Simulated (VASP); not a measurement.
Si2W, 9 atoms in the cell. Symmetry: P6_222, No. 180, hexagonal system. Conventional cell: a = 4.436 Å, b = 4.436 Å, c = 6.913 Å, α = 90.00°, β = 90.00°, γ = 120.00°. Si (site symmetry 2) has 5 W at 2.50 to 2.62 Å and 9 Si at 2.50 to 3.27 Å within 3.3 Å. Within 3.3 Å of W (site symmetry 222) lie 10 Si at 2.50 to 2.62 Å and 4 W at 3.20 Å.  This cell differs from its parent crystal: atoms shifted along a free coordinate, c/a of the conventional cell at fixed volume 1.5582.

| Property | Result |
| --- | --- |
| Program | VASP 6.6.1 |
| Task | single point |
| Functional | LDA |
| Potentials or basis | VASP PAW LDA potentials, release 64 (Si, W_sv) |
| Cutoff | 520 eV |
| k mesh | 9 × 9 × 6 |
| Occupations | gaussian, width 0.03 eV |
| Spin | no spin polarisation |
| Dipole correction | no |
| Further INCAR settings | ALGO = Normal; EDIFF = 1e-06; NBANDS = 43 |

Potentials or basis: VASP PAW LDA potentials, release 64 (Si, W_sv).

Command:

```sh
$ cat potpaw_LDA.64/Si/POTCAR potpaw_LDA.64/W_sv/POTCAR > POTCAR
$ mpirun -np 1 vasp_std > vasp.out
```

Hardware: 1 thread of Intel(R) Xeon(R) Platinum 8488C (Sapphire Rapids), with other jobs on the host.

How long does it take, and how much memory?

Run time: 2.4 min on 1 thread of Intel(R) Xeon(R) Platinum 8488C (Sapphire Rapids), on a shared host, peak memory 0.32 GiB. Counts: scf iterations 13, k points 48.
